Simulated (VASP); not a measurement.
A run of VASP 6.6.1 is set up as follows.

INCAR

```
SYSTEM = NbTe
PREC = Accurate
ENCUT = 500
EDIFF = 1E-6
ISMEAR = -1
SIGMA = 0.1
LREAL = .False.
LASPH = .True.
NELM = 120
ALGO = Normal
ISIF = 2
LWAVE = .False.
LCHARG = .False.
GGA = PS
NBANDS = 16
GGA_COMPAT = .False.
```

File KPOINTS:

```
Automatic mesh
0
Gamma
  7 7 6
  0 0 0
```

Contents of POSCAR:

```
NbTe
1.0
    3.8455341309      0.0000000000      0.0000000000
   -1.9227670654      3.3303307121      0.0000000000
    0.0000000000      0.0000000000      3.8364337657
Nb Te
1 1
Direct
    0.0000000000      0.0000000000      0.5000000000
    0.6666666667      0.3333333333      0.0000000000
```

Potentials or basis: VASP PAW PBE potentials, release 64 (Nb_sv, Te).

Command:

```sh
$ cat potpaw_PBE.64/Nb_sv/POTCAR potpaw_PBE.64/Te/POTCAR > POTCAR
$ mpirun -np 1 vasp_std > vasp.out
```

Problem. Estimate the pressure.

Solution. -14.6 GPa.

Stress tensor (GPa, compression positive):
```
-13.60   0.00   0.00
  0.00 -13.60   0.00
  0.00   0.00 -16.70
```

Caveat: the PAW data sets were made with another functional, which shifts forces and pressure a little.
